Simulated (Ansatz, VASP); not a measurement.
## One calculation of TiIn4, two programs

```
Ti In
1.0
     5.41402    0.00000    0.00000
     0.00000    5.41402    0.00000
     0.00000    0.00000    5.41402
Ti In
1 4
Cartesian
  2.7070 2.7070 2.7070
  0.0000 2.7070 2.7070
  2.7070 0.0000 2.7070
  2.7070 2.7070 0.0000
  0.0000 0.0000 0.0000
```

Alike in both runs: functional PBE; k mesh 4 × 4 × 4; occupations gaussian, width 0.1 eV; no spin polarisation.

Ansatz relaxed the structure, and its values are those at the end. VASP's run is a single point on that final structure, the one shown.

|  | VASP | Ansatz |
| --- | --- | --- |
| version | VASP 6.6.1 | Ansatz 0.2.0 |
| potentials or method | VASP PAW PBE potentials, release 64 (Ti_sv, In_d), cutoff 520 eV | scalar-relativistic, plane waves, PAW |
| valence electrons in the cell | 64 | 64 |

```tsv
	VASP	Ansatz	Ansatz less VASP
gap on the k mesh at the Fermi level (eV)	none	none	-
pressure (GPa)	0.3	0.3	+0.05
```

A gap of «none» marks a metal or a gap that the smearing closes. The functional is the same, so the differences come from potentials, cutoffs and numerics.
